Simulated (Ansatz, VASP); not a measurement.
## Tl in VASP and in Ansatz

```
Tl
1.0
     0.00000    3.61106    3.61106
     3.61106    0.00000    3.61106
     3.61106    3.61106    0.00000
Tl
2
Direct
  0.12500 0.12500 0.12500
  0.87500 0.87500 0.87500
```

Alike in both runs: task single point; functional r2SCAN; k mesh 9 × 9 × 9; occupations fermi-dirac, width 0.1 eV; no spin polarisation.

|  | VASP | Ansatz |
| --- | --- | --- |
| version | VASP 6.6.1 | Ansatz 0.2.0 |
| potentials or method | VASP PAW PBE potentials, release 64 (Tl_d), cutoff 550 eV | plane waves (500 eV) with PAW, scalar-relativistic |
| valence electrons in the cell | 26 | 26 |

```tsv
	VASP	Ansatz	Ansatz less VASP
pressure (GPa)	-1.5	-1.5	+0.02
```

VASP's potentials were made for PBE, not for r2SCAN.

Spin-orbit coupling is off throughout.
